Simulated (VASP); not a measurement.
Si2Mo, 6 atoms in the cell. Symmetry: Fd-3m, No. 227, cubic system. The conventional cell has a = 7.187 Å, b = 7.187 Å, c = 7.187 Å, α = 90.00°, β = 90.00°, γ = 90.00°. Within 2.1 Å of Si (site symmetry -3m) lie 2 Mo at 1.56 Å. Within 2.1 Å of Mo (site symmetry -43m) lie 4 Si at 1.56 Å. 

- Program: VASP 6.6.1
- Task: relaxation of cell and atoms
- Functional: PBE
- Potentials or basis: VASP PAW PBE potentials, release 64 (Si, Mo_sv)
- Cutoff: 600 eV
- k mesh: 4 × 4 × 4
- Occupations: gaussian, width 0.1 eV
- Spin: no spin polarisation
- Dipole correction: no
- Further INCAR settings: ALGO = Normal; EDIFF = 1e-06; IBRION = 2; EDIFFG = -0.04; NSW = 90; ISIF = 3

Potentials or basis: VASP PAW PBE potentials, release 64 (Si, Mo_sv).

The run is started by

```console
$ cat potpaw_PBE.64/Si/POTCAR potpaw_PBE.64/Mo_sv/POTCAR > POTCAR
$ mpirun -np 1 vasp_std > vasp.out
```

Hardware: 1 thread of Intel Xeon 8259CL (shared host).

Problem. Estimate the wall time of this run.

Solution. It took 14 min on 1 thread of Intel Xeon 8259CL, on a shared host, peak memory 0.27 GiB. Counts: scf iterations 161, k points 8, ion steps 6.
